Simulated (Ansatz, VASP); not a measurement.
# Two plane-wave programs on CdS

```xyz
4
Lattice="4.3415 0.0000 0.0000 -2.1708 3.7599 0.0000 0.0000 0.0000 6.5803" Properties=species:S:1:pos:R:3 pbc="T T T"
Cd    0.0000    2.5066    0.0000
Cd    2.1708    1.2533    3.2901
S     0.0000    2.5066    2.5334
S     2.1708    1.2533    5.8235
```

Change from the starting cell: strain +0.050 along x and y, -0.025 along z, atoms carried along.

Alike in both runs: task single point; functional r2SCAN; k mesh 12 × 12 × 4; occupations gaussian, width 0.05 eV; no spin polarisation.

```csv
,VASP,Ansatz
version,VASP 6.6.1,Ansatz 0.2.0
potentials or method,"VASP PAW PBE potentials, release 64 (Cd, S), cutoff 520 eV","scalar-relativistic, plane waves, PAW"
valence electrons in the cell,36,52
```

```csv
,VASP,Ansatz,Ansatz less VASP
gap on the k mesh at the Fermi level (eV),1.44,1.45,+0.011
least direct gap on the mesh (eV),1.44,1.45,+0.011
pressure (GPa),-2.6,-2.9,-0.24
"traceless stress, the component that is largest in VASP (GPa)",3.04,2.99,-0.058
rms of the force components (eV/Å),0.121,0.116,-0.0052
```

VASP's potentials were made for PBE, not for r2SCAN. Atom by atom the forces differ by 0.005 eV/Å (rms over components). The functional is the same, so the differences come from potentials, cutoffs and numerics. VASP's potentials hold 36 valence electrons a cell and Ansatz's 52, so a difference there can come from the potentials and not from the codes.
